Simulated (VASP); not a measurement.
Here is a VASP 6.6.1 calculation.

INCAR

```
PREC = Accurate
ENCUT = 520
EDIFF = 1E-6
ISMEAR = 0
SIGMA = 0.1
LREAL = F
LASPH = T
NELM = 100
ALGO = Normal
ISIF = 2
LWAVE = F
LCHARG = T
GGA = PE
LELF = T
LVHAR = T
NBANDS = 28
```

Contents of KPOINTS:

```
regular mesh
0
Gamma
  8 8 10
```

POSCAR

```
NaY3
1.0
   -2.6040802508      2.4723890097      5.9253503279
    2.4595737292     -2.3265617887      5.7968470167
    2.6736415580      2.3961230959     -5.8608063979
Na Y
1 3
Direct
    0.0000000000      0.0000000000      0.0000000000
    0.7426344379      0.2156272444      0.4474276029
    0.2573655621      0.7843727556      0.5525723971
    0.5000000000      0.5000000000      0.0000000000
```

Potentials or basis: VASP PAW PBE potentials, release 64 (Na_pv, Y_sv).

Run with:

```sh
$ cat potpaw_PBE.64/Na_pv/POTCAR potpaw_PBE.64/Y_sv/POTCAR > POTCAR
$ mpirun -np 1 vasp_std > vasp.out
```

Problem. Estimate the largest force.

Solution. 1.121 eV/Å.

Problem. Predict the pressure.

Solution. -2.5 GPa.

Problem. What does it give for the band gap on the k mesh?

Solution. Zero (band 20 reaches 2.19 eV, above the bottom of band 21 at 1.82 eV).

Forces in eV/Å, atoms in the order of the input:
```
Na   0.000  0.000  0.000
Y    1.080  0.279 -0.114
Y   -1.080 -0.279  0.114
Y    0.000  0.000  0.000
```

Caveat: the cell differs from its parent crystal (strained and its atoms moved); forces of over 1 eV/Å act on the atoms, so gaps and moduli don't describe the material at rest.
